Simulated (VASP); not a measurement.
Input of a VASP 6.6.1 run:

Contents of INCAR:

```
ALGO     = Normal         # electronic algorithm
EDIFF    = 1E-7           # SCF threshold, eV
EDIFFG   = -0.005         # ionic threshold
ENCUT    = 600            # plane-wave cutoff, eV
GGA      = PE             # functional
IBRION   = 2              # ionic algorithm
ISIF     = 3              # what is computed and relaxed
ISMEAR   = -1             # smearing method
LASPH    = True           # aspherical terms in the spheres
LCHARG   = False          # write CHGCAR
LREAL    = False          # projectors in reciprocal space
LWAVE    = False          # write WAVECAR
NELM     = 80             # most SCF steps
NSW      = 80             # ionic steps
PREC     = Accurate       # precision mode
SIGMA    = 0.02           # smearing width, eV
```

KPOINTS

```
k-points
0
Gamma
  6 6 6
```

The input POSCAR:

```
Ga2O3
1.0
    2.3182887500      1.3384646339      4.2038302667
   -2.3182887500      1.3384646339      4.2038302667
    0.0000000000     -2.6769292677      4.2038302667
Ga O
4 6
Direct
    0.8550000000      0.8550000000      0.8550000000
    0.3550000000      0.3550000000      0.3550000000
    0.1450000000      0.1450000000      0.1450000000
    0.6450000000      0.6450000000      0.6450000000
    0.4450000000      0.0550000000      0.7500000000
    0.0550000000      0.7500000000      0.4450000000
    0.5550000000      0.9450000000      0.2500000000
    0.2500000000      0.5550000000      0.9450000000
    0.9450000000      0.2500000000      0.5550000000
    0.7500000000      0.4450000000      0.0550000000
```

Potentials or basis: VASP PAW PBE potentials, release 64 (Ga_d, O).

Run with:

```sh
$ cat potpaw_PBE.64/Ga_d/POTCAR potpaw_PBE.64/O/POTCAR > POTCAR
$ mpirun -np 1 vasp_std > vasp.out
```

(1) What does it give for the space group after relaxing (to 0.1 Å)?

(2) Estimate the relaxed cell.

## Answers

(1) R-3c (No. 167).

(2) a = 5.406 Å, b = 5.406 Å, c = 5.406 Å, α = 55.87°, β = 55.87°, γ = 55.87°.
